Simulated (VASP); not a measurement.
Crystal: GaCuSe2.

```
Cu Se Ga
1.0
     3.99135    0.00000    0.00000
     0.00000    3.99135    0.00000
     0.00000    0.00000    5.68934
Cu Se Ga
1 2 1
Direct
  0.00000 0.00000 0.00000
  0.00000 0.50000 0.24029
  0.50000 0.00000 0.75971
  0.50000 0.50000 0.50000
```

- Program: VASP 6.6.1
- Task: relaxation of cell and atoms
- Functional: r2SCAN
- Potentials or basis: VASP PAW PBE potentials, release 64 (Cu, Se, Ga_d)
- Cutoff: 600 eV
- k mesh: 6 × 6 × 4
- Occupations: fermi-dirac, width 0.02 eV
- Spin: no spin polarisation

At the start: pressure -2.5 GPa; volume 22.66 Å³/atom.

Question: How do energy, volume and symmetry change on relaxing?

Answer: Over 11 steps the energy falls by 7.7 meV/atom and the volume is 21.81 Å³/atom (-3.7 %); space group P-4m2 (No. 115, to 0.1 Å) before and after.

The path:
```
step  energy change (eV)  largest force (eV/Å)  pressure (GPa)  volume (Å³)
   1              0.0000                0.1688           -2.50        90.64
   2             -0.0268                0.0382            0.95        86.08
   3             -0.0298                0.0722            0.06        87.13
   4             -0.0297                0.0742            0.01        87.19
   5             -0.0302                0.0404           -0.05        87.23
   6             -0.0304                0.0161           -0.05        87.26
   7             -0.0305                0.0324           -0.05        87.30
   8             -0.0305                0.0088           -0.04        87.28
   9             -0.0306                0.0075            0.02        87.21
  10             -0.0306                0.0067            0.07        87.18
  11             -0.0306                0.0004           -0.01        87.25
```

Final structure:
```cif
data_structure
_symmetry_space_group_name_H-M 'P 1'
_symmetry_Int_Tables_number 1
_cell_length_a 3.9329
_cell_length_b 3.9329
_cell_length_c 5.6408
_cell_angle_alpha 90.000
_cell_angle_beta 90.000
_cell_angle_gamma 90.000
_cell_volume 87.25
loop_
_atom_site_label
_atom_site_type_symbol
_atom_site_fract_x
_atom_site_fract_y
_atom_site_fract_z
_atom_site_occupancy
Cu1 Cu 0.00000 0.00000 0.00000 1
Se1 Se 0.00000 0.50000 0.24277 1
Se2 Se 0.50000 0.00000 0.75723 1
Ga1 Ga 0.50000 0.50000 0.50000 1
```

Caveat: the PAW data sets were made with another functional, which shifts forces and pressure a little.
